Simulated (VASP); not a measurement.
Wanted: the native input for a VASP 6.6.1 run.

```yaml
Task: single point
Functional: LDA
Potentials_or_basis: VASP PAW LDA potentials, release 64 (Cu, Au)
Cutoff: 520 eV
k_mesh: 18 × 18 × 14
Occupations: gaussian, width 0.15 eV
Spin: no spin polarisation
Dipole_correction: no
Further_INCAR_settings: ALGO = Fast; EDIFF = 1e-07; NBANDS = 18
```

The structure of CuAu lies in POSCAR:

```
CuAu
1.0
    2.6600000000      0.0000000000      0.0000000000
    0.0000000000      2.6600000000      0.0000000000
    0.0000000000      0.0000000000      3.6700000000
Cu Au
1 1
Direct
    0.5000000000      0.5000000000      0.5000000000
    0.0000000000      0.0000000000      0.0000000000
```

This cell differs from its parent crystal: strain -0.050 along x and y, +0.000 along z.

These files were run (other wordings do the same):

INCAR

```
SYSTEM = CuAu
ALGO = Fast ; EDIFF = 1E-7
ENCUT = 520 ; ISIF = 2
ISMEAR = 0 ; LASPH = .True.
LCHARG = .True. ; LELF = .True.
LREAL = .False. ; LVHAR = .True.
LWAVE = .False. ; NBANDS = 18
NELM = 100 ; PREC = Accurate
SIGMA = 0.15
```

KPOINTS

```
k-points
0
Gamma
  18 18 14
  0 0 0
```

Potentials or basis: VASP PAW LDA potentials, release 64 (Cu, Au).

The run is started by

```sh
$ cat potpaw_LDA.64/Cu/POTCAR potpaw_LDA.64/Au/POTCAR > POTCAR
$ mpirun -np 1 vasp_std > vasp.out
```

It gave:

```yaml
Pressure: 14.9 GPa
Band_gap_on_the_k_mesh: zero (band 11 reaches 16.22 eV, above the bottom of band 12 at 8.17 eV)
```

Caveat: the cell differs from its parent crystal (strain -0.050 along x and y, +0.000 along z); spin-orbit coupling is left out, which moves the levels of the heavy elements.

Run time: 3 min on 1 thread of Intel(R) Xeon(R) Platinum 8259CL CPU @ 2.50GHz (Skylake/Cascade Lake), with other jobs on the host, peak memory 0.31 GiB.
